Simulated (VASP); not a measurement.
Input of a VASP 6.6.1 run:

The input INCAR:

```
PREC = Accurate
ENCUT = 520
EDIFF = 1E-7
ISMEAR = -1
SIGMA = 0.1
LREAL = F
LASPH = T
NELM = 80
ALGO = Normal
ISIF = 2
LWAVE = F
LCHARG = F
GGA = CA
NBANDS = 8
```

The input KPOINTS:

```
regular mesh
0
Gamma
  15 15 15
```

POSCAR

```
As
1.0
    0.0000000000      2.1659916436      2.1659916436
    2.1659916436      0.0000000000      2.1659916436
    2.1659916436      2.1659916436      0.0000000000
As
1
Direct
    0.0000000000      0.0000000000      0.0000000000
```

Potentials or basis: VASP PAW LDA potentials, release 64 (As).

Run with:

```bash
$ cat potpaw_LDA.64/As/POTCAR > POTCAR
$ mpirun -np 1 vasp_std > vasp.out
```

**Question.** What does it give for the pressure?

**Answer.** -8.4 GPa.
